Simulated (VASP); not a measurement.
# Al (P6_3/mmc) in VASP: notebook, part 2 of 2

VASP 6.6.1. The steps go on from the part before.

### Step 3. Single point, PBEsol (volume scaled by 0.7)

Input file INCAR:

```
SYSTEM = Al
PREC = Accurate ; ENCUT = 520
EDIFF = 1E-6 ; ISMEAR = -1
SIGMA = 0.05 ; LREAL = .FALSE.
LASPH = .TRUE. ; NELM = 100
ALGO = Normal ; ISIF = 2
LWAVE = .FALSE. ; LCHARG = .FALSE.
GGA = PS ; NBANDS = 10
```

Input file KPOINTS:

```
Automatic mesh
0
G
  17 17 9
  0 0 0
```

Input file POSCAR:

```
Al
1.0
    2.5248444820      0.0000000000      0.0000000000
   -1.2624222410      2.1865794620      0.0000000000
    0.0000000000      0.0000000000      4.1357817671
Al
2
Direct
    0.3333333333      0.6666666667      0.2500000000
    0.6666666667      0.3333333333      0.7500000000
```

Potentials or basis: VASP PAW PBE potentials, release 64 (Al).

The run is started by

```bash
> cat potpaw_PBE.64/Al/POTCAR > POTCAR
> mpirun -np 1 vasp_std > vasp.out
```

OUTCAR:

```text
SYSTEM = Al
   PREC = Accurate
   ENCUT = 520
   EDIFF = 1E-6
   ISMEAR = -1
   LREAL = .FALSE.
   LASPH = .TRUE.
   NELM = 100
   ISIF = 2
   GGA = PS

 ion  position               nearest neighbor table
   1  0.333  0.667  0.250-   2 2.53   2 2.53   2 2.53   2 2.53   2 2.53   2 2.53
   2  0.667  0.333  0.750-   1 2.53   1 2.53   1 2.53   1 2.53   1 2.53   1 2.53

  LATTYP: Found a hexagonal cell.
 ALAT       =     2.5248444820
 C/A-ratio  =     1.6380342617

  Lattice vectors:

 A1 = (   2.5248444820,   0.0000000000,   0.0000000000)
 A2 = (  -1.2624222410,   2.1865794620,   0.0000000000)
 A3 = (   0.0000000000,   0.0000000000,   4.1357817671)

Analysis of symmetry for initial positions (statically):
=====================================================================
 Subroutine PRICEL returns:
 Original cell was already a primitive cell.

 Routine SETGRP: Setting up the symmetry group for a
 hexagonal supercell.

 Subroutine GETGRP returns: Found 24 space group operations
 (whereof 12 operations were pure point group operations)
 out of a pool of 24 trial point group operations.

[... 165 lines left out ...]

 val. band max:       12.3644537738   @ k =   0.2941   0.0000   0.2222
 cond. band min:      12.4012684295   @ k =   0.2353   0.0588   0.2222
 fundamental gap:      0.0368146556
 Fermi energy:        12.3704679827

 k-point     1 :       0.0000    0.0000    0.0000
  band No.  band energies     occupation
      1      -1.5450      2.00000
      2       6.2074      2.00000
      3       7.3715      2.00000
      4      25.5130      0.00000
      5      25.5130      0.00000
      6      26.2792      0.00000
      7      26.2792      0.00000
      8      26.4422      0.00000
      9      30.5338      0.00000
     10      31.6528      0.00000
[... 287 lines left out ...]
 k-point    24 :       0.1765    0.1765    0.0000
  band No.  band energies     occupation
      1       1.2936      2.00000
      2       8.7783      2.00000
      3       9.7862      2.00000
      4      14.5099      0.00000
      5      15.9083      0.00000
      6      21.4577      0.00000
      7      22.4550      0.00000
      8      23.1302      0.00000
      9      24.8938      0.00000
     10      29.0340      0.00000

 [... further k-points ...]
[... 5 lines left out ...]
  --------------------------------------------------------------------------------------
  -------------------------------------------------------------------------------------
  Total        8.6234125      8.6234125      8.6345336      0.0000000      0.0000000      0.0000000
  in kB      605.1070776    605.1070776    605.8874470      0.0000000      0.0000000      0.0000000
  external PRESSURE =     605.3672008 kB  Pullay stress =       0.0000000 kB

 VOLUME and BASIS-vectors are now :
 -----------------------------------------------------------------------------
  energy-cutoff  :      520.00
  volume of cell :       22.83
      direct lattice vectors                 reciprocal lattice vectors
     2.524844482  0.000000000  0.000000000     0.396063998  0.228667656  0.000000000
    -1.262422241  2.186579462  0.000000000     0.000000000  0.457335312  0.000000000
     0.000000000  0.000000000  4.135781767     0.000000000  0.000000000  0.241792255

 POSITION                                       TOTAL-FORCE (eV/Angst)
 -----------------------------------------------------------------------------------
     -0.00000      1.45772      1.03395        -0.000000      0.000000      0.000000
      1.26242      0.72886      3.10184         0.000000     -0.000000      0.000000
 -----------------------------------------------------------------------------------
    total drift:                               -0.000000      0.000000     -0.000000

  FREE ENERGIE OF THE ION-ELECTRON SYSTEM (eV)
  ---------------------------------------------------
  free  energy   TOTEN  =        -6.7642302757 eV

  energy  without entropy=       -6.7584927407  energy(sigma->0) =       -6.76136151
```

OSZICAR:

```text
N       E                     dE             d eps       ncg     rms          rms(c)
DAV:   1     0.154339129890E+01    0.15434E+01   -0.25665E+03  3316   0.496E+02
DAV:   2    -0.672045211906E+01   -0.82638E+01   -0.80219E+01  4456   0.627E+01
DAV:   3    -0.687106457415E+01   -0.15061E+00   -0.14784E+00  4204   0.670E+00
DAV:   4    -0.687157758139E+01   -0.51301E-03   -0.51294E-03  3914   0.452E-01
DAV:   5    -0.687158130863E+01   -0.37272E-05   -0.37279E-05  3998   0.387E-02    0.336E+00
DAV:   6    -0.680607413114E+01    0.65507E-01   -0.26658E-03  3636   0.268E-01    0.184E+00
DAV:   7    -0.676475845665E+01    0.41316E-01   -0.70530E-03  3432   0.424E-01    0.327E-01
DAV:   8    -0.676424068614E+01    0.51777E-03   -0.25411E-04  4266   0.866E-02    0.175E-01
DAV:   9    -0.676423021247E+01    0.10474E-04   -0.85603E-06  3998   0.179E-02    0.605E-03
DAV:  10    -0.676423027568E+01   -0.63203E-07   -0.29645E-07  2076   0.379E-03
   1 F= -.67642303E+01 E0= -.67613615E+01  d E =-.573753E-02
```

stdout:

```text
POSCAR found type information on POSCAR Al
 POSCAR found :  1 types and       2 ions
 scaLAPACK will be used
 -----------------------------------------------------------------------------
|                                                                             |
|                                                                             |
|     You enforced a specific xc type in the INCAR file but a different       |
|     I HOPE YOU KNOW WHAT YOU ARE DOING!                                     |
|                                                                             |
 -----------------------------------------------------------------------------

 LDA part: xc-table for (Slater+PW92), standard interpolation
 POSCAR, INCAR and KPOINTS ok, starting setup
 FFT: planning ... GRIDC
 FFT: planning ... GRID_SOFT
 FFT: planning ... GRID
 WAVECAR not read
 entering main loop
```

Wall time 32 s (1 thread of AMD EPYC 7R43 (Zen 3), shared host); peak memory 0.11 GiB.

What came out:

```yaml
Free_energy: -6.7642 eV
Pressure: 60.5 GPa
Band_gap_on_the_k_mesh: zero (band 3 reaches 16.20 eV, above the bottom of band 4 at 8.97 eV)
```

Caveat: the cell differs from its parent crystal (volume scaled by 0.7); the PAW data sets were made with another functional, which shifts forces and pressure a little.

### Step 4. Single point, PBEsol

This run uses another cell than the first one, of 13.05 Å³/atom, 1.143 times its volume.

Input file INCAR:

```
ALGO = Normal
EDIFF = 1E-6
ENCUT = 520
GGA = PS
ISIF = 2
ISMEAR = -1
LASPH = T
LCHARG = F
LREAL = F
LWAVE = F
NBANDS = 10
NELM = 100
PREC = Accurate
SIGMA = 0.05
```

Input file KPOINTS:

```
k-points
0
Gamma
  17 17 9
```

Input file POSCAR:

```
Al
1.0
    2.6402352613      0.0000000000      0.0000000000
   -1.3201176307      2.2865108082      0.0000000000
    0.0000000000      0.0000000000      4.3224857793
Al
2
Direct
    0.3333333333      0.6666666667      0.2500000000
    0.6666666667      0.3333333333      0.7500000000
```

The run is started by

```bash
> cat potpaw_PBE.64/Al/POTCAR > POTCAR
> mpirun -np 1 vasp_std > vasp.out
```

Run time: 32 s. Hardware: 1 thread of AMD EPYC 7R43 (Zen 3), shared host; peak memory 0.11 GiB.

It converged, with:

* Free energy: -7.6421 eV
* Pressure: 28.7 GPa
* Band gap on the k mesh: zero (band 3 reaches 14.30 eV, above the bottom of band 4 at 7.38 eV)

Levels at points of the mesh, in eV from the Fermi level:
| k point | band 1 | band 2 | band 3 | band 4 | band 5 | band 6 | band 7 |
| --- | --- | --- | --- | --- | --- | --- | --- |
| (0.00, 0.00, 0.00) | -12.89 | -5.62 | -4.80 | 12.30 | 12.30 | 12.62 | 12.62 |

Caveat: the PAW data sets were made with another functional, which shifts forces and pressure a little.

### Step 5. Single point, PBEsol

Input file INCAR:

```
SYSTEM = Al
PREC = Accurate
ENCUT = 520
EDIFF = 1E-6
ISMEAR = -1
SIGMA = 0.05
LREAL = .FALSE.
LASPH = .TRUE.
NELM = 80
ALGO = Normal
ISIF = 2
LWAVE = .FALSE.
LCHARG = .TRUE.
GGA = PS
LELF = .TRUE.
LVHAR = .TRUE.
NBANDS = 10
```

Input file KPOINTS:

```
Automatic mesh
0
G
  17 17 9
  0 0 0
```

POSCAR is that of step 4.

The run is started by

```bash
> cat potpaw_PBE.64/Al/POTCAR > POTCAR
> mpirun -np 1 vasp_std > vasp.out
```

It took 27 s on 1 thread of AMD EPYC 7R43 (Zen 3), shared host; peak memory 0.12 GiB.

Results (log left out):

- Free energy: -7.6421 eV
- Pressure: 28.7 GPa
- Band gap on the k mesh: zero (band 3 reaches 14.30 eV, above the bottom of band 4 at 7.38 eV)

Levels at points of the mesh, in eV from the Fermi level:
| k point | band 1 | band 2 | band 3 | band 4 | band 5 | band 6 | band 7 |
| --- | --- | --- | --- | --- | --- | --- | --- |
| (0.00, 0.00, 0.00) | -12.89 | -5.62 | -4.80 | 12.30 | 12.30 | 12.62 | 12.62 |

Caveat: the PAW data sets were made with another functional, which shifts forces and pressure a little.
